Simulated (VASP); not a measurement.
# BN (Fmm2) in VASP: further runs

The runs below take BN through single point, with r2SCAN.

All numbers are computed with VASP 6.6.1; they aren't measurements. Logs are shortened: lines on timing, memory, paths and dates and some standing lists are left out, and cuts for length are marked.

### 1 The cell of the first run

The structure is orthorhombic, space group Fmm2 (No. 42). Conventional cell: a = 2.502 Å, b = 6.965 Å, c = 4.329 Å, α = 90.00°, β = 90.00°, γ = 90.00°. Within 1.9 Å of B (site symmetry mm2) lie 3 N at 1.44 Å. N (site symmetry mm2) has 3 B at 1.44 Å within 1.9 Å.

### 2 Single point, r2SCAN

POSCAR

```
BN
1.0
    0.0000000000      3.4824279504      2.1644484174
    1.2507982633      0.0000000000      2.1644484174
    1.2507982633      3.4824279504      0.0000000000
B N
1 1
Direct
    0.0000732535      0.0000732535      0.9999267465
    0.6666267365      0.6666267365      0.3333732635
```

INCAR.step1

```
SYSTEM = BN
  ALGO = Normal
  EDIFF = 1E-4
  ENCUT = 520
  GGA = PE
  ISMEAR = 0
  LASPH = .True.
  LCHARG = .False.
  LREAL = .False.
  LWAVE = .True.
  NBANDS = 11
  NELM = 60
  PREC = Accurate
  SIGMA = 0.02
```

INCAR.step2

```
SYSTEM = BN
  ALGO = Normal
  EDIFF = 1E-6
  ENCUT = 520
  ISIF = 2
  ISMEAR = 0
  ISTART = 1
  LASPH = .True.
  LCHARG = .False.
  LMIXTAU = .True.
  LREAL = .False.
  LWAVE = .False.
  METAGGA = R2SCAN
  NBANDS = 11
  NELM = 60
  PREC = Accurate
  SIGMA = 0.02
```

KPOINTS

```
k-points
0
Gamma
  12 12 12
  0 0 0
```

Potentials or basis: VASP PAW PBE potentials, release 64 (B, N).

On the command line:

```console
> cat potpaw_PBE.64/B/POTCAR potpaw_PBE.64/N/POTCAR > POTCAR
> cp INCAR.step1 INCAR
> mpirun -np 1 vasp_std > vasp.out
> cp INCAR.step2 INCAR
> mpirun -np 1 vasp_std > vasp.out
```

OUTCAR:

```text
SYSTEM = BN
   EDIFF = 1E-6
   ENCUT = 520
   ISIF = 2
   ISMEAR = 0
   ISTART = 1
   LASPH = .True.
   LREAL = .False.
   METAGGA = R2SCAN
   NELM = 60
   PREC = Accurate

 ion  position               nearest neighbor table
   1  0.000  0.000  1.000-   2 1.44   2 1.44   2 1.44
   2  0.667  0.667  0.333-   1 1.44   1 1.44   1 1.44

  LATTYP: Found a face centered orthorhombic cell.
 ALAT       =     2.5015965266
 B/A-ratio  =     1.7304536478
 C/A-ratio  =     2.7841643633

  Lattice vectors:

 A1 = (  -0.0000000000,   3.4824279504,   2.1644484174)
 A2 = (  -1.2507982633,   3.4824279504,   0.0000000000)
 A3 = (  -1.2507982633,   0.0000000000,   2.1644484174)

Analysis of symmetry for initial positions (statically):
=====================================================================
 Subroutine PRICEL returns:
 Original cell was already a primitive cell.

 Routine SETGRP: Setting up the symmetry group for a
 face centered orthorhombic supercell.

 Subroutine GETGRP returns: Found  4 space group operations
 (whereof  4 operations were pure point group operations)
 out of a pool of  8 trial point group operations.

The static configuration has the point symmetry C_2v.

Analysis of symmetry for dynamics (positions and initial velocities):
=====================================================================
 Subroutine PRICEL returns:
 Original cell was already a primitive cell.

 Routine SETGRP: Setting up the symmetry group for a
 face centered orthorhombic supercell.

 Subroutine GETGRP returns: Found  4 space group operations
 (whereof  4 operations were pure point group operations)
 out of a pool of  8 trial point group operations.

The dynamic configuration has the point symmetry C_2v.

 Subroutine INISYM returns: Found  4 space group operations
 (whereof  4 operations are pure point group operations),
 and found     1 'primitive' translations

----------------------------------------------------------------------------------------

                                     Primitive cell

  volume of cell :      18.8559

  direct lattice vectors                    reciprocal lattice vectors
     0.000000000  3.482427950  2.164448417    -0.399744719  0.143577988  0.231005736
     1.250798263  0.000000000  2.164448417     0.399744719 -0.143577988  0.231005736
     1.250798263  3.482427950  0.000000000     0.399744719  0.143577988 -0.231005736

  length of vectors
     4.100261136  2.499866646  3.700243333     0.483501943  0.483501943  0.483501943

  position of ions in fractional coordinates (direct lattice)
     0.000073253  0.000073253  0.999926747
     0.666626736  0.666626736  0.333373264

  ion indices of the primitive-cell ions
   primitive index   ion index
                 1           1
                 2           2

----------------------------------------------------------------------------------------

 KPOINTS: k-points

Automatic generation of k-mesh.
 Grid dimensions read from file:
 generate k-points for:   12   12   12

 Generating k-lattice:

  Cartesian coordinates                     Fractional coordinates (reciprocal lattice)
    -0.033312060  0.011964832  0.019250478     0.083333333  0.000000000  0.000000000
     0.033312060 -0.011964832  0.019250478     0.000000000  0.083333333  0.000000000
     0.033312060  0.011964832 -0.019250478    -0.000000000 -0.000000000  0.083333333

  Length of vectors
     0.040291829  0.040291829  0.040291829

  Shift w.r.t. Gamma in fractional coordinates (k-lattice)
     0.000000000  0.000000000  0.000000000

 Subroutine IBZKPT returns following result:
 ===========================================

 Found    280 irreducible k-points:

 Following reciprocal coordinates:
            Coordinates               Weight
  0.000000  0.000000  0.000000      1.000000
  0.083333  0.000000  0.000000      8.000000
  0.166667  0.000000  0.000000      8.000000
  0.250000  0.000000  0.000000      8.000000
  0.333333  0.000000  0.000000      8.000000
  0.416667 -0.000000 -0.000000      8.000000
[... 16 lines left out ...]
  0.500000  0.166667  0.000000      8.000000
 -0.416667  0.166667  0.000000      8.000000
 [... further k-points ...]
   k-points           NKPTS =    280   k-points in BZ     NKDIM =    280   number of bands    NBANDS=     11
   number of dos      NEDOS =    301   number of ions     NIONS =      2
   total plane-waves  NPLWV =  16800
   dimension x,y,z NGX =    30 NGY =   20 NGZ =   28
   dimension x,y,z NGXF=    60 NGYF=   40 NGZF=   56
   ions per type =               1   1
   NGX,Y,Z   is equivalent  to a cutoff of  12.16, 13.30, 12.58 a.u.
   NGXF,Y,Z  is equivalent  to a cutoff of  24.33, 26.60, 25.16 a.u.
 SYSTEM =  BN
   PREC   = accura    normal or accurate (medium, high low for compatibility)
   ISTART =      1    job   : 0-new  1-cont  2-samecut
   ICHARG =      0    charge: 1-file 2-atom 10-const
   ISPIN  =      1    spin polarized calculation?
   LNONCOLLINEAR =      F non collinear calculations
   LSORBIT =      F    spin-orbit coupling
   LASPH  =      T    aspherical Exc in radial PAW
   ENCUT  =  520.0 eV  38.22 Ry    6.18 a.u.   7.62  4.65  6.88*2*pi/ulx,y,z
   NELM   =     60;   NELMIN=  2; NELMDL=  0     # of ELM steps
   EDIFF  = 0.1E-05   stopping-criterion for ELM
   LREAL  =      F    real-space projection
   EDIFFG = 0.1E-04   stopping-criterion for IOM
   NSW    =      0    number of steps for IOM
   IBRION =     -1    ionic relax: 0-MD 1-quasi-New 2-CG
   NFREE  =      0    steps in history (QN), initial steepest desc. (CG)
   ISIF   =      2    stress and relaxation
   ISYM   =      2    0-nonsym 1-usesym 2-fastsym
   POTIM  = 0.5000    time-step for ionic-motion
   TEBEG  =    0.0;   TEEND  =   0.0 temperature during run
   PSTRESS=    0.0 pullay stress
   NELECT =       8.0000    total number of electrons
   NUPDOWN=      -1.0000    fix difference up-down
   EMIN   =  10.00;   EMAX   =-10.00  energy-range for DOS
   EFERMI =   0.00;   METHOD = LEGACY
   ISMEAR =     0;   SIGMA  =   0.02  broadening in eV -4-tet -1-fermi 0-gaus
   EFERMI_NEDOS =   21; number of points for ismear=-14 and -15
   IALGO  =     38    algorithm
   IMIX   =      4    mixing-type and parameters
     AMIX     =   0.40;   BMIX     =  1.00
     AMIX_MAG =   1.60;   BMIX_MAG =  1.00
  volume/ion in A,a.u.               =       9.43        63.62
  Fermi-wavevector in a.u.,A,eV,Ry     =   1.230144  2.324635 20.589073  1.513254
  Thomas-Fermi vector in A             =   2.365004
   LORBIT       =      0    0 simple, 1 ext, 2 COOP (PROOUT), +10 PAW based schemes
   METAGGA = R2SCAN    functional components
   LHFCALC =     F    Hartree Fock is set to
   AEXX    =    0.0000 exact exchange contribution
   IVDW    =     0    specifies the selected vdW correction
   LEPSILON=     F    determine dielectric tensor
   LRPA    =     F    only Hartree local field effects (RPA)
 non-spin polarized calculation
 Gauss-broadening in eV      SIGMA  =   0.02
  energy-cutoff  :      520.00
  volume of cell :       18.86
 maximum number of plane-waves:       527
   NGX = 15   NGY =  9   NGZ = 13

 number of electron       8.0000001 magnetization

 Free energy of the ion-electron system (eV)
  ---------------------------------------------------
  ext. energy  EPLUGINS =         0.00000000
  ---------------------------------------------------
  free energy    TOTEN  =       -19.29539500 eV

  energy without entropy =      -19.29539500  energy(sigma->0) =      -19.29539500

 E-fermi :   1.8499     XC(G=0): -10.4252

 val. band max:        1.7660643575   @ k =   0.5000  -0.3333   0.1667
 cond. band min:       6.1104339580   @ k =   0.0000   0.5000   0.5000
 fundamental gap:      4.3443696005
 Fermi energy:         1.8498680038

 k-point     1 :       0.0000    0.0000    0.0000
  band No.  band energies     occupation
      1     -17.1262      2.00000
      2      -2.8283      2.00000
      3       0.3171      2.00000
      4       0.3198      2.00000
      5       6.9637      0.00000
      6      14.0341      0.00000
      7      14.1054      0.00000
      8      16.0422      0.00000
      9      17.1617      0.00000
     10      28.9200      0.00000
     11      30.0877      0.00000

 k-point     2 :       0.0833    0.0000    0.0000
  band No.  band energies     occupation
      1     -16.9817      2.00000
      2      -2.6874      2.00000
      3      -0.2743      2.00000
      4       0.0476      2.00000
      5       7.2896      0.00000
      6      14.0146      0.00000
      7      14.6794      0.00000
      8      15.4993      0.00000
      9      17.6391      0.00000
     10      28.1409      0.00000
     11      29.3218      0.00000

 k-point     3 :       0.1667    0.0000    0.0000
  band No.  band energies     occupation
      1     -16.5569      2.00000
      2      -2.2731      2.00000
      3      -1.7519      2.00000
      4      -0.6106      2.00000
      5       8.1563      0.00000
      6      13.8286      0.00000
      7      14.0855      0.00000
      8      16.3822      0.00000
      9      18.8172      0.00000
     10      25.2749      0.00000
     11      29.2703      0.00000

 k-point     4 :       0.2500    0.0000    0.0000
  band No.  band energies     occupation
      1     -15.8837      2.00000
      2      -3.6401      2.00000
      3      -1.5666      2.00000
      4      -1.3741      2.00000
      5       9.3072      0.00000
      6      12.1801      0.00000
      7      13.7176      0.00000
      8      18.7973      0.00000
      9      20.2308      0.00000
     10      23.0102      0.00000
     11      27.8401      0.00000

 k-point     5 :       0.3333    0.0000    0.0000
  band No.  band energies     occupation
      1     -15.0402      2.00000
      2      -5.5018      2.00000
      3      -2.0310      2.00000
      4      -0.6595      2.00000
      5       9.2814      0.00000
      6      11.5017      0.00000
      7      13.8321      0.00000
      8      20.6245      0.00000
      9      21.5191      0.00000
     10      22.1794      0.00000
     11      26.7212      0.00000
[... 211 lines left out ...]
 k-point    21 :       0.3333    0.1667    0.0000
  band No.  band energies     occupation
      1     -15.5178      2.00000
      2      -4.1118      2.00000
      3      -2.3863      2.00000
      4      -0.9421      2.00000
      5       9.7129      0.00000
      6      11.6040      0.00000
      7      14.9725      0.00000
      8      17.4150      0.00000
      9      21.2346      0.00000
     10      22.2260      0.00000
     11      27.2781      0.00000

 k-point    22 :       0.4167    0.1667   -0.0000
  band No.  band energies     occupation
      1     -14.7156      2.00000
      2      -5.5107      2.00000
      3      -3.3063      2.00000
      4      -0.0627      2.00000
      5       9.2991      0.00000
      6      11.7796      0.00000
      7      15.3624      0.00000
      8      18.4704      0.00000
      9      19.5953      0.00000
     10      23.8122      0.00000
     11      26.4909      0.00000

 k-point    23 :       0.5000    0.1667    0.0000
  band No.  band energies     occupation
      1     -13.9457      2.00000
      2      -6.7373      2.00000
      3      -3.8576      2.00000
      4       0.7847      2.00000
      5       7.7997      0.00000
      6      13.2832      0.00000
      7      15.6036      0.00000
      8      17.8652      0.00000
      9      20.6814      0.00000
     10      24.2037      0.00000
     11      25.4308      0.00000

 k-point    24 :      -0.4167    0.1667    0.0000
  band No.  band energies     occupation
      1     -13.5880      2.00000
      2      -7.2591      2.00000
      3      -4.0342      2.00000
      4       1.1119      2.00000
      5       7.1380      0.00000
      6      14.0315      0.00000
      7      15.9491      0.00000
      8      17.7126      0.00000
      9      21.0776      0.00000
     10      23.5021      0.00000
     11      25.3982      0.00000

 [... further k-points ...]
[... 5 lines left out ...]
  --------------------------------------------------------------------------------------
  -------------------------------------------------------------------------------------
  Total        0.0877104     -0.0339340      0.0867810      0.0000000      0.0000000      0.0000000
  in kB        7.4527246     -2.8833632      7.3737528      0.0000000      0.0000000      0.0000000
  external PRESSURE =       3.9810381 kB  Pullay stress =       0.0000000 kB

 VOLUME and BASIS-vectors are now :
 -----------------------------------------------------------------------------
  energy-cutoff  :      520.00
  volume of cell :       18.86
      direct lattice vectors                 reciprocal lattice vectors
     0.000000000  3.482427950  2.164448417    -0.399744719  0.143577988  0.231005736
     1.250798263  0.000000000  2.164448417     0.399744719 -0.143577988  0.231005736
     1.250798263  3.482427950  0.000000000     0.399744719  0.143577988 -0.231005736

 POSITION                                       TOTAL-FORCE (eV/Angst)
 -----------------------------------------------------------------------------------
      1.25080      3.48243      0.00032         0.000000      0.000000      0.001113
      1.25080      3.48243      2.88576         0.000000      0.000000     -0.001113
 -----------------------------------------------------------------------------------
    total drift:                               -0.000005     -0.000022     -0.000026

  FREE ENERGIE OF THE ION-ELECTRON SYSTEM (eV)
  ---------------------------------------------------
  free  energy   TOTEN  =       -19.2953950013 eV

  energy  without entropy=      -19.2953950013  energy(sigma->0) =      -19.29539500
```

It took 2.9 min on 1 thread of AMD EPYC 9R45 (Zen 5), shared host; peak memory 0.15 GiB.

What came out:

- Free energy: -19.2954 eV
- Pressure: 0.4 GPa
- Band gap on the k mesh: 4.34 eV, indirect (least direct gap 5.24 eV)

Stress tensor (GPa, compression positive):
```
 0.75  0.00  0.00
 0.00 -0.29  0.00
 0.00  0.00  0.74
```

Levels at points of the mesh, in eV from the valence-band top:
| k point | band 1 | band 2 | band 3 | band 4 | band 5 | band 6 | band 7 | band 8 | band 9 |
| --- | --- | --- | --- | --- | --- | --- | --- | --- | --- |
| (0.00, 0.00, 0.00) | -18.89 | -4.59 | -1.45 | -1.45 | 5.20 | 12.27 | 12.34 | 14.28 | 15.40 |
| (0.50, 0.00, 0.00) | -15.60 | -9.37 | -4.38 | -1.03 | 5.23 | 10.54 | 14.05 | 16.46 | 20.92 |
| (0.50, 0.50, 0.00) | -15.65 | -9.46 | -4.37 | -0.50 | 6.54 | 10.08 | 12.80 | 14.40 | 20.52 |
| (0.50, 0.00, 0.50) | -18.69 | -6.31 | -1.47 | -1.44 | 10.29 | 12.22 | 12.30 | 12.76 | 17.16 |
| (0.00, 0.50, 0.50) | -15.54 | -9.27 | -4.42 | -1.50 | 4.34 | 10.62 | 15.37 | 19.78 | 20.60 |

Caveat: the PAW data sets were made with another functional, which shifts forces and pressure a little. A k mesh can miss the band edges.

### 3 Single point, r2SCAN

POSCAR is that of step 2.

INCAR.step1

```
  ALGO = Normal
  EDIFF = 1E-4
  ENCUT = 520
  GGA = PE
  ISMEAR = 0
  LASPH = T
  LCHARG = F
  LREAL = F
  LWAVE = T
  NBANDS = 11
  NELM = 100
  PREC = Accurate
  SIGMA = 0.02
```

INCAR.step2

```
  ALGO = Normal
  EDIFF = 1E-6
  ENCUT = 520
  ISIF = 2
  ISMEAR = 0
  ISTART = 1
  LASPH = T
  LCHARG = T
  LELF = T
  LMIXTAU = T
  LREAL = F
  LVHAR = T
  LWAVE = F
  METAGGA = R2SCAN
  NBANDS = 11
  NELM = 100
  PREC = Accurate
  SIGMA = 0.02
```

KPOINTS

```
k-points
0
Gamma
  12 12 12
```

Potentials or basis: VASP PAW PBE potentials, release 64 (B, N).

On the command line:

```console
> cat potpaw_PBE.64/B/POTCAR potpaw_PBE.64/N/POTCAR > POTCAR
> cp INCAR.step1 INCAR
> mpirun -np 1 vasp_std > vasp.out
> cp INCAR.step2 INCAR
> mpirun -np 1 vasp_std > vasp.out
```

It took 2.7 min on 1 thread of Intel Xeon Platinum 8488C (Sapphire Rapids), shared host; peak memory 0.18 GiB.

Results (log left out):

- Free energy: -19.2954 eV
- Pressure: 0.4 GPa
- Band gap on the k mesh: 4.34 eV, indirect (least direct gap 5.24 eV)

Stress tensor (GPa, compression positive):
```
 0.75  0.00  0.00
 0.00 -0.29  0.00
 0.00  0.00  0.74
```

Levels at points of the mesh, in eV from the valence-band top:
```tsv
k point	band 1	band 2	band 3	band 4	band 5	band 6	band 7	band 8
(0.00, 0.00, 0.00)	-18.89	-4.59	-1.45	-1.45	5.20	12.27	12.34	14.28
(0.50, 0.00, 0.00)	-15.60	-9.37	-4.38	-1.03	5.23	10.54	14.05	16.46
(0.50, 0.50, 0.00)	-15.65	-9.46	-4.37	-0.50	6.54	10.08	12.80	14.40
(0.50, 0.00, 0.50)	-18.69	-6.31	-1.47	-1.44	10.29	12.22	12.30	12.76
(0.00, 0.50, 0.50)	-15.54	-9.27	-4.42	-1.50	4.34	10.62	15.37	19.78
```

Caveat: the PAW data sets were made with another functional, which shifts forces and pressure a little.
